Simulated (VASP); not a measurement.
A run of VASP 6.6.1 is set up as follows.

Contents of INCAR:

```
ALGO = Normal
EDIFF = 1E-6
ENCUT = 520
GGA = PS
ISIF = 2
ISMEAR = 0
LASPH = True
LCHARG = False
LREAL = False
LWAVE = False
NBANDS = 22
NELM = 80
PREC = Accurate
SIGMA = 0.1
```

KPOINTS

```
k-points
0
Gamma
  12 12 7
```

The input POSCAR:

```
Rh
1.0
    2.7490655210      0.0000000000      0.0000000000
   -1.3745327605      2.3807605820      0.0000000000
    0.0000000000      0.0000000000      4.4578175964
Rh
2
Direct
    0.6666666667      0.3333333333      0.7500000000
    0.3333333333      0.6666666667      0.2500000000
```

Potentials or basis: VASP PAW PBE potentials, release 64 (Rh_pv).

Launch:

```sh
$ cat potpaw_PBE.64/Rh_pv/POTCAR > POTCAR
$ mpirun -np 1 vasp_std > vasp.out
```

Problem. Estimate the pressure.

Solution. -18.0 GPa.

Problem. What does it give for the band gap on the k mesh?

Solution. Zero (band 15 reaches 11.34 eV, above the bottom of band 16 at 9.15 eV).

Stress tensor (GPa, compression positive):
```
-17.80   0.00   0.00
  0.00 -17.80   0.00
  0.00   0.00 -18.29
```

Caveat: the PAW data sets were made with another functional, which shifts forces and pressure a little.
